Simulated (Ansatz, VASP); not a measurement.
## Sb: VASP beside Ansatz

```
CELL_PARAMETERS angstrom
-1.50508 1.50508 1.50508
1.50508 -1.50508 1.50508
1.50508 1.50508 -1.50508
ATOMIC_POSITIONS crystal
Sb 0.00000 0.00000 0.00000
```

Change from the starting cell: volume scaled by 0.5, LAPW.

Alike in both runs: task single point; functional PBE; k mesh 16 × 16 × 16; occupations fermi-dirac, width 0.1 eV; no spin polarisation.

|  | VASP | Ansatz |
| --- | --- | --- |
| version | VASP 6.6.1 | Ansatz 0.2.0 |
| potentials or method | VASP PAW PBE potentials, release 64 (Sb), cutoff 500 eV | all-electron LAPW, scalar-relativistic |

|  | VASP | Ansatz | Ansatz less VASP |
| --- | --- | --- | --- |
| pressure (GPa) | 208.7 | 203.6 | -5.12 |

Both programs put the cell under a high pressure, so it lies far from rest at this level. Ansatz ran all-electron here, and VASP with PAW potentials.

Spin-orbit coupling is off throughout. Noted on VASP's run: the cell as given lies far from equilibrium.
